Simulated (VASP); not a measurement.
## Si2Ni: relaxation of cell and atoms with BLYP+D4

Si2Ni:

```
CELL_PARAMETERS angstrom
0.00000 2.70300 2.70300
2.70300 0.00000 2.70300
2.70300 2.70300 0.00000
ATOMIC_POSITIONS crystal
Ni 0.00000 0.00000 0.00000
Si 0.75000 0.75000 0.75000
Si 0.25000 0.25000 0.25000
```

```yaml
Program: VASP 6.6.1
Task: relaxation of cell and atoms
Functional: BLYP
Dispersion: D4
Potentials_or_basis: VASP PAW PBE potentials, release 64 (Ni, Si)
Cutoff: 600 eV
k_mesh: 9 × 9 × 9
Occupations: fermi-dirac, width 0.05 eV
Spin: collinear spin, ferromagnetic start
Starting_moments: "[1.0, 0.0, 0.0] μB"
Dipole_correction: no
Further_INCAR_settings: ALGO = Normal; EDIFF = 1e-06; IBRION = 2; EDIFFG = -0.01; NSW = 60; ISIF = 3
```

| Quantity | Value |
| --- | --- |
| Relaxed volume | 13.24 Å³/atom |
| Relaxed cell | a = 3.830 Å, b = 3.830 Å, c = 3.830 Å, α = 60.00°, β = 60.00°, γ = 60.00° |
| Space group after relaxing (to 0.05 Å) | Fm-3m (No. 225) |
| Energy gained by relaxing | 0.2 meV/atom |
| Ionic steps | 3 |
| Pressure after relaxing | 0.0 GPa |
| Band gap on the k mesh | zero (filled and empty bands overlap) |
| Net moment | 0.00 μB per cell |
| Valence electrons inside the program's atomic spheres | Ni 9.82; Si 1.61 |
| Dispersion energy per atom | -0.880 eV |

The path:
```tsv
step	energy change (eV)	largest force (eV/Å)	pressure (GPa)	volume (Å³)
1	0.0000	0.0000	0.83	39.50
2	-0.0003	0.0000	-0.60	39.89
3	-0.0006	0.0000	0.02	39.73
```

Final structure:
```xyz
3
Lattice="0.0000 2.7082 2.7082 2.7082 0.0000 2.7082 2.7082 2.7082 0.0000" Properties=species:S:1:pos:R:3 pbc="T T T"
Ni    0.0000    0.0000    0.0000
Si    4.0623    4.0623    4.0623
Si    1.3541    1.3541    1.3541
```

Levels at points of the mesh, in eV from the Fermi level:
Spin up:
```
           k point  band 7  band 8  band 9  band 10  band 11  band 12
(0.00, 0.00, 0.00)   -0.57    1.70    1.70     1.70     2.41     2.41
```
Spin down:
| k point | band 7 | band 8 | band 9 | band 10 | band 11 | band 12 |
| --- | --- | --- | --- | --- | --- | --- |
| (0.00, 0.00, 0.00) | -0.57 | 1.70 | 1.70 | 1.70 | 2.41 | 2.41 |

It took 2.6 min on 1 thread of Intel Xeon 8259CL (shared host), peak memory 0.23 GiB.

Caveat: the PAW data sets were made with another functional, which shifts forces and pressure a little; pairwise dispersion overbinds metals, which lowers pressure and volume. Zero-point motion and thermal expansion aren't in these numbers.
